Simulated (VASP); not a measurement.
Al, 1 atom in the cell. Symmetry: Im-3m, No. 229, cubic system. Conventional cell: a = 3.178 Å, b = 3.178 Å, c = 3.178 Å, α = 90.00°, β = 90.00°, γ = 90.00°. Within 3.6 Å of Al (site symmetry m-3m) lie 14 Al at 2.75 to 3.18 Å.  This cell differs from its parent crystal: functional r2SCAN, strained.

- Program: VASP 6.6.1
- Task: single point
- Functional: r2SCAN
- Potentials or basis: VASP PAW PBE potentials, release 64 (Al)
- Cutoff: 550 eV
- k mesh: 18 × 18 × 18
- Occupations: gaussian, width 0.1 eV
- Spin: no spin polarisation
- Dipole correction: no
- Further INCAR settings: ALGO = Normal; EDIFF = 1e-06; NBANDS = 8

Potentials or basis: VASP PAW PBE potentials, release 64 (Al).

Run with:

```sh
$ cat potpaw_PBE.64/Al/POTCAR > POTCAR
$ cp INCAR.step1 INCAR
$ mpirun -np 1 vasp_std > vasp.out
$ cp INCAR.step2 INCAR
$ mpirun -np 1 vasp_std > vasp.out
```

Hardware: 1 thread of Intel Xeon 8259CL (shared host).

Estimate the wall time of this run.

Wall time 110 s on 1 thread of Intel Xeon 8259CL, with other jobs on the host, peak memory 0.15 GiB. Counts: k points 195.
